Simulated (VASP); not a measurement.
# Sn (Fm-3m) in VASP: further runs, part 2 of 2

VASP 6.6.1.

## 4. Single point, r2SCAN (25.14 Å³/atom)

This run uses another cell than the first one, of 25.14 Å³/atom.

POSCAR

```
Sn
1.0
    0.0000000000      2.3251786363      2.3251786363
    2.3251786363      0.0000000000      2.3251786363
    2.3251786363      2.3251786363      0.0000000000
Sn
1
Direct
    0.0000000000      0.0000000000      0.0000000000
```

INCAR.step1

```
SYSTEM = Sn
PREC = Accurate
ENCUT = 520
ISMEAR = -1
SIGMA = 0.1
LREAL = .False.
LASPH = .True.
NELM = 60
NBANDS = 13
GGA = PE
ALGO = Normal
EDIFF = 1E-4
LWAVE = .True.
LCHARG = .False.
```

INCAR.step2

```
SYSTEM = Sn
PREC = Accurate
ENCUT = 520
EDIFF = 1E-7
ISMEAR = -1
SIGMA = 0.1
LREAL = .False.
LASPH = .True.
NELM = 60
ALGO = Normal
ISIF = 2
LWAVE = .False.
LCHARG = .True.
METAGGA = R2SCAN
LMIXTAU = .True.
LELF = .True.
LVHAR = .True.
NBANDS = 13
ISTART = 1
```

KPOINTS

```
Automatic mesh
0
Gamma
  13 13 13
  0 0 0
```

Potentials or basis: VASP PAW PBE potentials, release 64 (Sn_d).

Command:

```
$ cat potpaw_PBE.64/Sn_d/POTCAR > POTCAR
$ cp INCAR.step1 INCAR
$ mpirun -np 1 vasp_std > vasp.out
$ cp INCAR.step2 INCAR
$ mpirun -np 1 vasp_std > vasp.out
```

OUTCAR:

```text
SYSTEM = Sn
   PREC = Accurate
   ENCUT = 520
   EDIFF = 1E-7
   ISMEAR = -1
   LREAL = .False.
   LASPH = .True.
   NELM = 60
   ISIF = 2
   METAGGA = R2SCAN
   ISTART = 1

 ion  position               nearest neighbor table
   1  0.000  0.000  0.000-

  LATTYP: Found a face centered cubic cell.
 ALAT       =     4.6503572726

  Lattice vectors:

 A1 = (   0.0000000000,   2.3251786363,   2.3251786363)
 A2 = (   2.3251786363,   0.0000000000,   2.3251786363)
 A3 = (   2.3251786363,   2.3251786363,   0.0000000000)

Analysis of symmetry for initial positions (statically):
=====================================================================
 Subroutine PRICEL returns:
 Original cell was already a primitive cell.

 Routine SETGRP: Setting up the symmetry group for a
 face centered cubic supercell.

 Subroutine GETGRP returns: Found 48 space group operations
 (whereof 48 operations were pure point group operations)
 out of a pool of 48 trial point group operations.

The static configuration has the point symmetry O_h .

Analysis of symmetry for dynamics (positions and initial velocities):
=====================================================================
 Subroutine PRICEL returns:
 Original cell was already a primitive cell.

 Routine SETGRP: Setting up the symmetry group for a
 face centered cubic supercell.

 Subroutine GETGRP returns: Found 48 space group operations
 (whereof 48 operations were pure point group operations)
 out of a pool of 48 trial point group operations.

The dynamic configuration has the point symmetry O_h .

 Subroutine INISYM returns: Found 48 space group operations
 (whereof 48 operations are pure point group operations),
 and found     1 'primitive' translations

----------------------------------------------------------------------------------------

[... 114 lines left out ...]
   LORBIT       =      0    0 simple, 1 ext, 2 COOP (PROOUT), +10 PAW based schemes
   METAGGA = R2SCAN    functional components
   LHFCALC =     F    Hartree Fock is set to
   AEXX    =    0.0000 exact exchange contribution
   IVDW    =     0    specifies the selected vdW correction
   LEPSILON=     F    determine dielectric tensor
   LRPA    =     F    only Hartree local field effects (RPA)
 non-spin polarized calculation
  energy-cutoff  :      520.00
  volume of cell :       25.14
 maximum number of plane-waves:       688
   NGX = 13   NGY = 13   NGZ = 13

 number of electron      14.0000002 magnetization

 Free energy of the ion-electron system (eV)
  ---------------------------------------------------
  ext. energy  EPLUGINS =         0.00000000
  ---------------------------------------------------
  free energy    TOTEN  =       -24.47682861 eV

  energy without entropy =      -24.46101421  energy(sigma->0) =      -24.46892141

 E-fermi :   9.1456     XC(G=0): -11.7041

 val. band max:        9.1408324337   @ k =  -0.2308   0.2308   0.0000
 cond. band min:       9.1710616637   @ k =   0.3846   0.2308   0.0000
 fundamental gap:      0.0302292300
 Fermi energy:         9.1455587187

 k-point     1 :       0.0000    0.0000    0.0000
  band No.  band energies     occupation
      1     -13.2515      2.00000
      2     -13.2515      2.00000
      3     -13.2515      2.00000
      4     -13.1437      2.00000
      5     -13.1437      2.00000
      6      -3.2736      2.00000
      7      17.9693      0.00000
      8      17.9693      0.00000
      9      17.9693      0.00000
     10      20.3914      0.00000
     11      21.9703      0.00000
     12      21.9703      0.00000
     13      21.9703      0.00000
[... 354 lines left out ...]
  band No.  band energies     occupation
      1     -13.2727      2.00000
      2     -13.2202      2.00000
      3     -13.1946      2.00000
      4     -13.0949      2.00000
      5     -13.0361      2.00000
      6       1.1046      2.00000
      7       5.7918      2.00000
      8      13.0092      0.00000
      9      14.0297      0.00000
     10      17.3952      0.00000
     11      23.3272      0.00000
     12      23.3763      0.00000
     13      24.8279      0.00000

 [... further k-points ...]

------------------------ aborting loop because EDIFF is reached ----------------------------------------

  FORCE on cell =-STRESS in cart. coord.  units (eV):
  Direction    XX          YY          ZZ          XY          YZ          ZX
  --------------------------------------------------------------------------------------
  -------------------------------------------------------------------------------------
  Total        0.7877295      0.7877295      0.7877295     -0.0000000      0.0000000      0.0000000
  in kB       50.1982661     50.1982661     50.1982661     -0.0000000      0.0000000      0.0000000
  external PRESSURE =      50.1982661 kB  Pullay stress =       0.0000000 kB

 VOLUME and BASIS-vectors are now :
 -----------------------------------------------------------------------------
  energy-cutoff  :      520.00
  volume of cell :       25.14
      direct lattice vectors                 reciprocal lattice vectors
     0.000000000  2.325178636  2.325178636    -0.215037242  0.215037242  0.215037242
     2.325178636  0.000000000  2.325178636     0.215037242 -0.215037242  0.215037242
     2.325178636  2.325178636  0.000000000     0.215037242  0.215037242 -0.215037242

 POSITION                                       TOTAL-FORCE (eV/Angst)
 -----------------------------------------------------------------------------------
      0.00000      0.00000      0.00000         0.000000      0.000000      0.000000
 -----------------------------------------------------------------------------------
    total drift:                                0.000000      0.000000      0.000000

  FREE ENERGIE OF THE ION-ELECTRON SYSTEM (eV)
  ---------------------------------------------------
  free  energy   TOTEN  =       -24.4768286087 eV

  energy  without entropy=      -24.4610142064  energy(sigma->0) =      -24.46892141
```

OUTCAR.step1:

```text
SYSTEM = Sn
   PREC = Accurate
   ENCUT = 520
   ISMEAR = -1
   LREAL = .False.
   LASPH = .True.
[... 600 lines left out ...]
 -----------------------------------------------------------------------------------
      0.00000      0.00000      0.00000         0.000000      0.000000      0.000000
 -----------------------------------------------------------------------------------
    total drift:                               -0.000000      0.000000     -0.000000

  FREE ENERGIE OF THE ION-ELECTRON SYSTEM (eV)
  ---------------------------------------------------
  free  energy   TOTEN  =        -3.7398419996 eV

  energy  without entropy=       -3.7230749741  energy(sigma->0) =       -3.73145849
```

OSZICAR.step1:

```text
N       E                     dE             d eps       ncg     rms          rms(c)
DAV:   1     0.802566253819E+02    0.80257E+02   -0.71095E+03  2238   0.164E+03
DAV:   2     0.172173645534E+01   -0.78535E+02   -0.75990E+02  2314   0.341E+02
DAV:   3    -0.364682727519E+01   -0.53686E+01   -0.53451E+01  2622   0.714E+01
DAV:   4    -0.375240821345E+01   -0.10558E+00   -0.10556E+00  2649   0.107E+01
DAV:   5    -0.375587985103E+01   -0.34716E-02   -0.34716E-02  2878   0.191E+00    0.151E+00
DAV:   6    -0.374439464749E+01    0.11485E-01   -0.99020E-03  2836   0.180E+00    0.838E-01
DAV:   7    -0.374002996174E+01    0.43647E-02   -0.64951E-03  2860   0.141E+00    0.103E-01
DAV:   8    -0.373984332678E+01    0.18663E-03   -0.65989E-04  2749   0.444E-01    0.222E-02
DAV:   9    -0.373984199963E+01    0.13271E-05   -0.93367E-06  1592   0.464E-02
   1 F= -.37398420E+01 E0= -.37314585E+01  d E =-.167670E-01
```

It took 25 s on 1 thread of Intel Xeon 6975P-C (Granite Rapids), shared host; peak memory 0.16 GiB.

Results:

- Free energy: -24.4768 eV
- Pressure: 5.0 GPa
- Band gap on the k mesh: zero (bands 7 and 8 overlap by 11.06 eV)

Caveat: the cell stands under pressure; the PAW data sets were made with another functional, which shifts forces and pressure a little; spin-orbit coupling is left out, which moves the levels of the heavy elements.

## 5. Single point, r2SCAN (26.24 Å³/atom)

This run uses another cell than the first one, of 26.24 Å³/atom.

POSCAR

```
Sn
1.0
    0.0000000000      2.3583999623      2.3583999623
    2.3583999623      0.0000000000      2.3583999623
    2.3583999623      2.3583999623      0.0000000000
Sn
1
Direct
    0.0000000000      0.0000000000      0.0000000000
```

INCAR.step1

```
SYSTEM = Sn
PREC     = Accurate       ! precision mode
ENCUT    = 520            ! plane-wave cutoff, eV
ISMEAR   = -1             ! smearing method
SIGMA    = 0.1            ! smearing width, eV
LREAL    = .FALSE.        ! projectors in reciprocal space
LASPH    = .TRUE.         ! aspherical terms in the spheres
NELM     = 100            ! most SCF steps
NBANDS   = 13             ! bands
GGA      = PE             ! functional
ALGO     = Normal         ! electronic algorithm
EDIFF    = 1E-4           ! SCF threshold, eV
LWAVE    = .TRUE.         ! write WAVECAR
LCHARG   = .FALSE.        ! write CHGCAR
```

INCAR.step2

```
SYSTEM = Sn
PREC     = Accurate       ! precision mode
ENCUT    = 520            ! plane-wave cutoff, eV
EDIFF    = 1E-6           ! SCF threshold, eV
ISMEAR   = -1             ! smearing method
SIGMA    = 0.1            ! smearing width, eV
LREAL    = .FALSE.        ! projectors in reciprocal space
LASPH    = .TRUE.         ! aspherical terms in the spheres
NELM     = 100            ! most SCF steps
ALGO     = Normal         ! electronic algorithm
ISIF     = 2              ! what is computed and relaxed
LWAVE    = .FALSE.        ! write WAVECAR
LCHARG   = .TRUE.         ! write CHGCAR
METAGGA  = R2SCAN         ! meta-GGA
LMIXTAU  = .TRUE.       
LELF     = .TRUE.         ! ELF
LVHAR    = .TRUE.       
NBANDS   = 13             ! bands
ISTART   = 1
```

KPOINTS

```
Automatic mesh
0
G
  13 13 13
  0 0 0
```

Command:

```
$ cat potpaw_PBE.64/Sn_d/POTCAR > POTCAR
$ cp INCAR.step1 INCAR
$ mpirun -np 1 vasp_std > vasp.out
$ cp INCAR.step2 INCAR
$ mpirun -np 1 vasp_std > vasp.out
```

Wall time 49 s (1 thread of Intel Xeon 6975P-C (Granite Rapids), shared host); peak memory 0.17 GiB.

It converged, with:

- Free energy: -24.5017 eV
- Pressure: 2.2 GPa
- Band gap on the k mesh: zero (bands 7 and 8 overlap by 10.59 eV)

Levels at points of the mesh, in eV from the Fermi level:
| k point | band 3 | band 4 | band 5 | band 6 | band 7 | band 8 | band 9 | band 10 | band 11 | band 12 |
| --- | --- | --- | --- | --- | --- | --- | --- | --- | --- | --- |
| (0.00, 0.00, 0.00) | -22.36 | -22.27 | -22.27 | -12.07 | 8.44 | 8.44 | 8.44 | 11.22 | 12.54 | 12.54 |

Caveat: the PAW data sets were made with another functional, which shifts forces and pressure a little; spin-orbit coupling is left out, which moves the levels of the heavy elements.

## 6. Overview

| cell | k mesh | gap on the mesh (eV) | pressure (GPa) |
| --- | --- | --- | --- |
| a = 3.381 Å, angles 60.0°, 1 atom | 11 × 11 × 11 | none | 0.0 |
| a = 3.240 Å, angles 60.0°, 1 atom | 13 × 13 × 13 | none | 8.6 |
| a = 3.288 Å, angles 60.0°, 1 atom | 13 × 13 × 13 | none | 5.0 |
| a = 3.335 Å, angles 60.0°, 1 atom | 13 × 13 × 13 | none | 2.2 |

Alike in all rows: task single point; level r2SCAN; potentials or basis VASP PAW PBE potentials, release 64 (Sn_d); no spin polarisation; cutoff (eV) 520; smearing fermi-dirac 0.1 eV.

Caveats: the PAW data sets were made with another functional, which shifts forces and pressure a little; spin-orbit coupling is left out, which moves the levels of the heavy elements; the cell stands under pressure (at least some runs).

Total energies depend on the potentials used, so only differences within one code and one set of settings carry meaning.

The gap in the log of VASP goes by the Fermi energy; the results here count the filled bands.